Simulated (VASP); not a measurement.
Input of a VASP 6.6.1 run:

The input INCAR:

```
SYSTEM = Ba8HO8
  ALGO = Normal
  EDIFF = 1E-7
  ENCUT = 520
  GGA = PE
  ISIF = 2
  ISMEAR = 0
  ISPIN = 2
  LASPH = .TRUE.
  LCHARG = .FALSE.
  LORBIT = 11
  LREAL = Auto
  LWAVE = .FALSE.
  MAGMOM = 0 0 0 0 0 0 0 0 0 0 0 0.14 0 0.14 0.14 0.14 0.4
  NBANDS = 82
  NELM = 150
  PREC = Accurate
  SIGMA = 0.02
```

Contents of KPOINTS:

```
k-points
0
G
  2 2 2
  0 0 0
```

POSCAR

```
Ba8HO8
1.0
    5.5739975432      0.0000000000     -5.5739975432
    0.0000000000      5.5739975432     -5.5739975432
    5.5739975432      5.5739975432      0.0000000000
Ba O H
8 8 1
Direct
    0.5104004761      0.0046417315      0.0103663483
    0.4950504514     -0.0104784761      0.5175018427
    0.4952906740      0.5114302577     -0.0047375335
    0.4993609126      0.4964421815      0.5018689869
    1.0175732867     -0.0104894198     -0.0049906732
    1.0015781236     -0.0054727329      0.5015596039
    1.0018882242      0.4964430785     -0.0006534807
    0.9993392456      0.4942286893      0.4993232377
    0.2521317042      0.2393668978      0.7521204427
    0.2309292371      0.2495894534      0.2546621144
    0.2478652869      0.7423472056      0.7478486432
    0.2519571437      0.7467458440      0.2447632044
    0.7546599128      0.2495893637      0.7309299059
    0.7466490553      0.2411305333      0.2466221037
    0.7447456637      0.7467621698      0.7519622080
    0.7546866441      0.7258303343      0.2546905500
    0.6645147349      1.1584866068      0.1644319885
```

Potentials or basis: VASP PAW PBE potentials, release 64 (Ba_sv, O, H).

Command:

```sh
$ cat potpaw_PBE.64/Ba_sv/POTCAR potpaw_PBE.64/O/POTCAR potpaw_PBE.64/H/POTCAR > POTCAR
$ mpirun -np 1 vasp_std > vasp.out
```

Predict the band gap on the k mesh.

0.46 eV.

Predict the site moments.

Ba +0.01, +0.03, +0.00 (each value once); O +0.00, +0.01, +0.28 (each value once); H +0.16 μB.

What does it give for the largest force?

0.266 eV/Å.

Estimate the pressure.

2.7 GPa.

Stress tensor (GPa, compression positive):
```
 2.75 -0.51  0.51
-0.51  2.74  0.51
 0.51  0.51  2.74
```

Caveat: the k points lie up to 0.49 Å⁻¹ apart; semilocal functionals underestimate gaps, and a narrow one can read as zero; spin-orbit coupling is left out, which moves the levels of the heavy elements.
